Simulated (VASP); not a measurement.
EuTe2: single point with PBE+U

EuTe2:

```
CELL_PARAMETERS angstrom
2.74686 1.58590 4.47777
-2.74686 1.58590 4.47777
0.00000 -3.17180 4.47777
ATOMIC_POSITIONS crystal
Eu 0.00000 0.00000 0.00000
Te 0.24992 0.24992 0.24992
Te 0.75008 0.75008 0.75008
```

| Quantity | Value |
| --- | --- |
| Program | VASP 6.6.1 |
| Task | single point |
| Functional | PBE |
| Potentials or basis | VASP PAW PBE potentials, release 64 (Eu, Te) |
| Cutoff | 520 eV |
| k mesh | 8 × 8 × 8 |
| Occupations | gaussian, width 0.05 eV |
| Spin | collinear spin, ferromagnetic start |
| Starting moments | [7.63, 0.12, 0.12] μB |
| Hubbard terms | Eu f U = 6.0 eV |

```yaml
Pressure: -1.1 GPa
Largest_force: 0.008 eV/Å
Net_moment: 7.34 μB per cell
Site_moments: Eu +6.69; Te +0.09 μB
Valence_electrons_inside_the_program's_atomic_spheres: Eu 14.82; Te 3.34
```

Forces on the atoms (eV/Å):
```
Eu   0.000  0.000  0.000
Te   0.000  0.000  0.008
Te   0.000  0.000 -0.008
```

Levels at points of the mesh, in eV from the Fermi level:
Spin up:
```csv
k point,band 16,band 17,band 18,band 19,band 20,band 21
"(0.00, 0.00, 0.00)",-0.66,0.25,0.25,0.25,2.70,2.70
"(0.50, 0.00, 0.00)",-1.13,-0.83,-0.83,-0.52,3.21,3.21
"(0.50, 0.50, 0.00)",-0.85,-0.11,-0.10,1.12,2.08,3.78
"(0.50, 0.50, 0.50)",-1.13,-0.83,-0.83,-0.52,3.21,3.21
```
Spin down:
```
           k point  band 7  band 8  band 9  band 10  band 11  band 12  band 13  band 14  band 15  band 16
(0.00, 0.00, 0.00)   -2.44   -2.44   -2.43     0.25     0.25     0.25     3.23     3.23     4.01     5.18
(0.50, 0.00, 0.00)   -1.75   -1.75   -1.67    -1.33    -1.06    -1.06     3.89     3.89     4.98     5.73
(0.50, 0.50, 0.00)   -3.49   -2.30   -2.29     0.13     0.14     1.03     2.52     4.58     4.89     5.58
(0.50, 0.50, 0.50)   -1.75   -1.75   -1.68    -1.33    -1.06    -1.06     3.89     3.89     5.00     5.73
```

Eigenvalues of the final occupation matrices:
```csv
site,spin,trace,eigenvalues
site 1 f,1,6.77,0.90 0.97 0.97 0.97 0.98 0.98 0.98
site 1 f,2,0.01,0.00 0.00 0.00 0.00 0.00 0.00 0.00
```

It took 25 min on 1 thread of Intel Xeon 8259CL, on a shared host, peak memory 0.56 GiB.

Caveat: spin-orbit coupling is left out, which moves the levels of the heavy elements; a cell with one magnetic atom can't hold antiferromagnetic order, which such compounds often take. The state reached can hang on the start; a lower one may exist.
